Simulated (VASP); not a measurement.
# Ca (Fm-3m) in VASP: further runs, part 2 of 2

VASP 6.6.1.

## Step 3: Relaxation of cell and atoms, PBE

This run uses another cell than the first one, of 43.63 Å³/atom, 1.035 times its volume.

Contents of INCAR:

```
ALGO = Normal ; EDIFF = 1E-6
EDIFFG = -0.01 ; ENCUT = 600
GGA = PE ; IBRION = 2
ISIF = 3 ; ISMEAR = -1
LASPH = True ; LCHARG = False
LREAL = False ; LWAVE = False
NELM = 100 ; NSW = 80
PREC = Accurate ; SIGMA = 0.05
```

Contents of KPOINTS:

```
k-points
0
Gamma
  12 12 12
```

Contents of POSCAR:

```
Ca
1.0
    0.0000000000      2.7942000000      2.7942000000
    2.7942000000      0.0000000000      2.7942000000
    2.7942000000      2.7942000000      0.0000000000
Ca
1
Direct
    0.0000000000      0.0000000000      0.0000000000
```

Potentials or basis: VASP PAW PBE potentials, release 64 (Ca_sv).

The run is started by

```
$ cat potpaw_PBE.64/Ca_sv/POTCAR > POTCAR
$ mpirun -np 1 vasp_std > vasp.out
```

OUTCAR:

```text
EDIFF = 1E-6
   EDIFFG = -0.01
   ENCUT = 600
   GGA = PE
   IBRION = 2
   ISIF = 3
   ISMEAR = -1
   LASPH = True
   LREAL = False
   NELM = 100
   NSW = 80
   PREC = Accurate

 ion  position               nearest neighbor table
   1  0.000  0.000  0.000-

  LATTYP: Found a face centered cubic cell.
 ALAT       =     5.5884000000

  Lattice vectors:

 A1 = (   0.0000000000,   2.7942000000,   2.7942000000)
 A2 = (   2.7942000000,   0.0000000000,   2.7942000000)
 A3 = (   2.7942000000,   2.7942000000,   0.0000000000)

Analysis of symmetry for initial positions (statically):
=====================================================================
 Subroutine PRICEL returns:
 Original cell was already a primitive cell.

 Routine SETGRP: Setting up the symmetry group for a
 face centered cubic supercell.

 Subroutine GETGRP returns: Found 48 space group operations
 (whereof 48 operations were pure point group operations)
 out of a pool of 48 trial point group operations.

The static configuration has the point symmetry O_h .

Analysis of symmetry for dynamics (positions and initial velocities):
=====================================================================
 Subroutine PRICEL returns:
 Original cell was already a primitive cell.
[... 164 lines left out ...]
  external PRESSURE =      -5.3436166 kB  Pullay stress =       0.0000000 kB
[... 57 lines left out ...]
--------------------------------------- Ionic step        3  -------------------------------------------

 number of electron      10.0000001 magnetization

 Free energy of the ion-electron system (eV)
  ---------------------------------------------------
  ext. energy  EPLUGINS =         0.00000000
  ---------------------------------------------------
  free energy    TOTEN  =        -1.93401709 eV

  energy without entropy =       -1.92170210  energy(sigma->0) =       -1.92785960

 E-fermi :   1.9582     XC(G=0):  -7.7350

 val. band max:        1.9575977989   @ k =  -0.4167   0.1667   0.0000
 cond. band min:       1.9666849806   @ k =  -0.3333   0.3333   0.1667
 fundamental gap:      0.0090871818
 Fermi energy:         1.9581675762

 k-point     1 :       0.0000    0.0000    0.0000
  band No.  band energies     occupation
      1     -40.0578      2.00000
      2     -20.9752      2.00000
      3     -20.9752      2.00000
      4     -20.9752      2.00000
      5      -2.0659      2.00000
      6       4.2964      0.00000
      7       4.2964      0.00000
      8       4.2964      0.00000
      9       5.3662      0.00000
[... 265 lines left out ...]
 k-point    24 :      -0.4167    0.1667    0.0000
  band No.  band energies     occupation
      1     -40.0429      2.00000
      2     -21.1004      2.00000
      3     -21.0191      2.00000
      4     -20.9994      2.00000
      5       1.2630      2.00000
      6       1.9576      1.00570
      7       3.6956      0.00000
      8       4.4575      0.00000
      9       5.8938      0.00000

 [... further k-points ...]

------------------------ aborting loop because EDIFF is reached ----------------------------------------

  FORCE on cell =-STRESS in cart. coord.  units (eV):
  Direction    XX          YY          ZZ          XY          YZ          ZX
  --------------------------------------------------------------------------------------
  -------------------------------------------------------------------------------------
  Total        0.0076481      0.0076481      0.0076481      0.0000000     -0.0000000      0.0000000
  in kB        0.2903165      0.2903165      0.2903165      0.0000000     -0.0000000      0.0000000
  external PRESSURE =       0.2903165 kB  Pullay stress =       0.0000000 kB
[... 16 lines left out ...]
  FREE ENERGIE OF THE ION-ELECTRON SYSTEM (eV)
  ---------------------------------------------------
  free  energy   TOTEN  =        -1.9340170908 eV

  energy  without entropy=       -1.9217021018  energy(sigma->0) =       -1.92785960

 reached required accuracy - stopping structural energy minimisation
```

OSZICAR:

```text
N       E                     dE             d eps       ncg     rms          rms(c)
DAV:   1     0.688786808132E+02    0.68879E+02   -0.54641E+03  1296   0.112E+03
DAV:   2    -0.530467382909E+00   -0.69409E+02   -0.69146E+02  1326   0.239E+02
DAV:   3    -0.188705462491E+01   -0.13566E+01   -0.13478E+01  1957   0.355E+01
[... 23 lines left out ...]
DAV:   4    -0.193376409892E+01   -0.10753E-03   -0.14851E-03  1513   0.455E-01    0.528E-02
DAV:   5    -0.193399358236E+01   -0.22948E-03   -0.35768E-04  2005   0.974E-02    0.266E-02
DAV:   6    -0.193401946711E+01   -0.25885E-04   -0.42031E-05  2196   0.448E-02    0.671E-03
DAV:   7    -0.193401791684E+01    0.15503E-05   -0.38792E-06  1573   0.231E-02    0.632E-03
DAV:   8    -0.193401709080E+01    0.82605E-06   -0.54032E-06  1975   0.180E-02
   3 F= -.19340171E+01 E0= -.19278596E+01  d E =-.223676E-02
```

It used 110 s of CPU time on 1 thread of AMD EPYC 7R13 Processor (Zen 3) (shared host).

What came out:

```
Free energy                            : -1.9340 eV
Relaxed volume                         : 42.21 Å³/atom
Relaxed cell                           : a = 3.908 Å, b = 3.908 Å, c = 3.908 Å, α = 60.00°, β = 60.00°, γ = 60.00°
Space group after relaxing (to 0.05 Å) : Fm-3m (No. 225)
Energy gained by relaxing              : 2.2 meV/atom
Ionic steps                            : 3
Pressure after relaxing                : 0.0 GPa
Band gap on the k mesh                 : zero (band 5 reaches 2.16 eV, above the bottom of band 6 at 1.80 eV)
```

The path:
| step | energy change (eV) | largest force (eV/Å) | pressure (GPa) | volume (Å³) |
| --- | --- | --- | --- | --- |
| 1 | 0.0000 | 0.0000 | -0.53 | 43.63 |
| 2 | -0.0020 | 0.0000 | -0.18 | 42.72 |
| 3 | -0.0022 | 0.0000 | 0.03 | 42.21 |

Final structure:
```cif
data_structure
_symmetry_space_group_name_H-M 'P 1'
_symmetry_Int_Tables_number 1
_cell_length_a 3.9081
_cell_length_b 3.9081
_cell_length_c 3.9081
_cell_angle_alpha 60.000
_cell_angle_beta 60.000
_cell_angle_gamma 60.000
_cell_volume 42.21
loop_
_atom_site_label
_atom_site_type_symbol
_atom_site_fract_x
_atom_site_fract_y
_atom_site_fract_z
_atom_site_occupancy
Ca1 Ca 0.00000 0.00000 0.00000 1
```

Levels at points of the mesh, in eV from the Fermi level:
| k point | band 2 | band 3 | band 4 | band 5 | band 6 | band 7 | band 8 | band 9 |
| --- | --- | --- | --- | --- | --- | --- | --- | --- |
| (0.00, 0.00, 0.00) | -22.93 | -22.93 | -22.93 | -4.02 | 2.34 | 2.34 | 2.34 | 3.41 |
| (0.50, 0.00, 0.00) | -23.07 | -22.95 | -22.95 | -0.98 | -0.16 | 2.22 | 2.22 | 4.09 |
| (0.50, 0.50, 0.00) | -23.06 | -22.98 | -22.98 | -0.45 | 0.58 | 0.97 | 4.09 | 4.28 |
